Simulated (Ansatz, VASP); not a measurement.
AlSn in VASP and in Ansatz

The input INCAR:

```
SYSTEM = AlSn
PREC = Accurate
ENCUT = 520
EDIFF = 1E-6
ISMEAR = -1
SIGMA = 0.05
LREAL = .False.
LASPH = .True.
NELM = 100
ALGO = Normal
ISIF = 2
LWAVE = .False.
LCHARG = .False.
NBANDS = 16
```

File KPOINTS:

```
regular mesh
0
Gamma
  7 7 8
  0 0 0
```

The input POSCAR:

```
AlSn
1.0
    4.1981056157      0.0000000000      0.0000000000
   -2.0990528078      3.6356661109      0.0000000000
    0.0000000000      0.0000000000      3.3068470000
Sn Al
1 1
Direct
    0.3333333333      0.6666666667      0.5000000000
    0.0000000000      0.0000000000      0.0000000000
```

File input.yaml:

```yaml
crystal:
  lattice:
    - [4.1981056157, 0.0, 0.0]
    - [-2.0990528078, 3.6356661109, 0.0]
    - [0.0, 0.0, 3.306847]
  atoms:
    - { symbol: Sn, position: [0.3333333333, 0.6666666667, 0.5] }
    - { symbol: Al, position: [0.0, 0.0, 0.0] }
hamiltonian:
  xc: lda
  pseudopotentials: { kind: paw }
kpoints:
  mp_grid: { grid: [7, 7, 8] }
scf:
  occupations: { method: fermi_dirac, width: 0.05 }
output:
  forces: true
  stress: true
  eigenvalues: true
```

Alike in both runs: task single point; functional LDA; k mesh 7 × 7 × 8; occupations fermi-dirac, width 0.05 eV; no spin polarisation.

|  | VASP | Ansatz |
| --- | --- | --- |
| version | VASP 6.6.1 | Ansatz 0.2.0 |
| potentials or method | VASP PAW LDA potentials, release 64 (Sn_d, Al) | Ansatz PAW |
| plane-wave cutoff (eV) | 520 | 420 |
| valence electrons in the cell | 17 | 17 |

|  | VASP | Ansatz | Ansatz less VASP |
| --- | --- | --- | --- |
| gap on the k mesh at the Fermi level (eV) | none | none | - |
| pressure (GPa) | -3.0 | -3.0 | +0.01 |

LDA's correlation is that of Perdew and Zunger in VASP and of Perdew and Wang (1992) in Ansatz. A gap of «none» marks a metal or a gap that the smearing closes.
